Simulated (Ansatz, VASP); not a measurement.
**Ti3Ag: VASP beside Ansatz**

INCAR

```
SYSTEM = Ti3Ag
PREC = Accurate
ENCUT = 520
EDIFF = 1E-8
ISMEAR = -1
SIGMA = 0.08
LREAL = .FALSE.
LASPH = .TRUE.
NELM = 100
ALGO = Normal
ISIF = 2
LWAVE = .FALSE.
LCHARG = .FALSE.
GGA = CA
LEFG = .TRUE.
NBANDS = 32
```

KPOINTS

```
regular mesh
0
G
  9 9 9
  0 0 0
```

POSCAR

```
Ti3Ag
1.0
    4.1451300000      0.0000000000      0.0000000000
    0.0000000000      4.1451300000      0.0000000000
    0.0000000000      0.0000000000      3.9500000000
Ti Ag
3 1
Direct
    0.0000000000      0.5000000000      0.5000000000
    0.5000000000      0.0000000000      0.5000000000
    0.5000000000      0.5000000000      0.0000000000
    0.0000000000      0.0000000000      0.0000000000
```

Input for Ansatz:

```yaml
crystal:
  lattice:
    - [4.14513, 0.0, 0.0]
    - [0.0, 4.14513, 0.0]
    - [0.0, 0.0, 3.95]
  atoms:
    - { symbol: Ti, position: [0.0, 0.5, 0.5] }
    - { symbol: Ti, position: [0.5, 0.0, 0.5] }
    - { symbol: Ti, position: [0.5, 0.5, 0.0] }
    - { symbol: Ag, position: [0.0, 0.0, 0.0] }
kpoints:
  mp_grid: { grid: [9, 9, 9] }
scf:
  occupations: { method: fermi_dirac, width: 0.08 }
hamiltonian:
  xc: lda
  pseudopotentials: { kind: all_electron, datasets: crystal }
output:
  forces: true
  stress: true
  eigenvalues: true
  efg: { contact_densities: true }
```

Change from the starting cell: equal xx and yy strain of -1 %, crystal datasets.

Alike in both runs: task electric field gradients; functional LDA; k mesh 9 × 9 × 9; occupations fermi-dirac, width 0.08 eV; no spin polarisation.

|  | VASP | Ansatz |
| --- | --- | --- |
| version | VASP 6.6.1 | Ansatz 0.2.0 |
| potentials or method | VASP PAW LDA potentials, release 64 (Ti_sv, Ag), cutoff 520 eV | all-electron PAW with datasets made for the crystal, scalar-relativistic |

```tsv
	VASP	Ansatz	Ansatz less VASP
pressure (GPa)	-7.8	-7.9	-0.09
traceless stress, the component that is largest in VASP (GPa)	1.24	1.24	+0.001
size of Vzz on the site where it differs most (V/Å²)	5.6	8.7	+3.04
```

LDA's correlation is that of Perdew and Zunger in VASP and of Perdew and Wang (1992) in Ansatz. Ansatz ran all-electron here, and VASP with PAW potentials.
